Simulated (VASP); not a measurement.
ZrB:

```
CELL_PARAMETERS angstrom
0.00000 2.32500 2.32500
2.32500 0.00000 2.32500
2.32500 2.32500 0.00000
ATOMIC_POSITIONS crystal
Zr 0.00000 0.00000 0.00000
B 0.50000 0.50000 0.50000
```

| Item | Value |
| --- | --- |
| Program | VASP 6.6.1 |
| Task | relaxation of cell and atoms |
| Functional | revPBE |
| Dispersion | D3(BJ) |
| Potentials or basis | VASP PAW PBE potentials, release 64 (Zr_sv, B) |
| Cutoff | 600 eV |
| k mesh | 10 × 10 × 10 |
| Occupations | fermi-dirac, width 0.05 eV |
| Spin | no spin polarisation |

At the start: pressure 25.8 GPa; volume 12.57 Å³/atom.

Task: How do energy, volume and symmetry change on relaxing?

Result: Over 4 steps the energy falls by 117.5 meV/atom and the volume is 14.19 Å³/atom (+12.9 %); space group Fm-3m (No. 225, to 0.05 Å).

The path:
```csv
step,energy change (eV),largest force (eV/Å),pressure (GPa),volume (Å³)
1,0.0000,0.0000,25.80,25.14
2,0.1063,0.0000,-19.62,33.24
3,-0.2346,0.0000,-0.70,28.47
4,-0.2349,0.0000,-0.08,28.37
```

Final structure:
```cif
data_structure
_symmetry_space_group_name_H-M 'P 1'
_symmetry_Int_Tables_number 1
_cell_length_a 3.4234
_cell_length_b 3.4234
_cell_length_c 3.4234
_cell_angle_alpha 60.000
_cell_angle_beta 60.000
_cell_angle_gamma 60.000
_cell_volume 28.37
loop_
_atom_site_label
_atom_site_type_symbol
_atom_site_fract_x
_atom_site_fract_y
_atom_site_fract_z
_atom_site_occupancy
Zr1 Zr 0.00000 0.00000 0.00000 1
B1 B 0.50000 0.50000 0.50000 1
```

Caveat: the PAW data sets were made with another functional, which shifts forces and pressure a little; the volume moved by +13 % from the deposited cell, more than functionals usually miss; pairwise dispersion overbinds metals, which lowers pressure and volume.
